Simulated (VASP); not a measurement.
Write the native input for VASP 6.6.1 that does the following.

```yaml
Task: single point
Functional: PBE
Potentials_or_basis: VASP PAW PBE potentials, release 64 (Si, Sn_d, B)
Cutoff: 520 eV
k_mesh: 8 × 12 × 8
Occupations: gaussian, width 0.1 eV
Spin: no spin polarisation
Dipole_correction: no
Further_INCAR_settings: ALGO = Normal; EDIFF = 1e-06; NBANDS = 24
```

The structure of Si2SnB3 lies in POSCAR:

```
Si2SnB3
1.0
    5.2660925064      0.0000000000     -0.0040772117
    0.0000000000      2.9573155817      0.0000000000
   -0.9915241791      0.0000000000      5.1719045484
Si Sn B
2 1 3
Direct
    0.5000000000      0.0860503648      0.0000000000
    0.0000000000      0.4140389671      0.5000000000
    0.0000000000      0.7500796107      0.0000000000
    0.6077846151      0.2500289057      0.3922029355
    0.3922153849      0.2500289057      0.6077970645
    0.5000000000      0.7500297406      0.5000000000
```

The input as run:

INCAR

```
PREC     = Accurate       # precision mode
ENCUT    = 520            # plane-wave cutoff, eV
EDIFF    = 1E-6           # SCF threshold, eV
ISMEAR   = 0              # smearing method
SIGMA    = 0.1            # smearing width, eV
LREAL    = F              # projectors in reciprocal space
LASPH    = T              # aspherical terms in the spheres
NELM     = 100            # most SCF steps
ALGO     = Normal         # electronic algorithm
ISIF     = 2              # what is computed and relaxed
LWAVE    = F              # write WAVECAR
LCHARG   = T              # write CHGCAR
GGA      = PE             # functional
LELF     = T              # ELF
LVHAR    = T            
NBANDS   = 24             # bands
```

KPOINTS

```
Automatic mesh
0
Gamma
  8 12 8
```

Potentials or basis: VASP PAW PBE potentials, release 64 (Si, Sn_d, B).

Run with:

```bash
$ cat potpaw_PBE.64/Si/POTCAR potpaw_PBE.64/Sn_d/POTCAR potpaw_PBE.64/B/POTCAR > POTCAR
$ mpirun -np 1 vasp_std > vasp.out
```

It gave:

```json
{
  "Pressure": "0.0 GPa",
  "Largest force": "0.005 eV/Å"
}
```

Run time: 5.7 min on 1 thread of Oxide Virtual Turin-like Processor (shared host), peak memory 0.48 GiB.
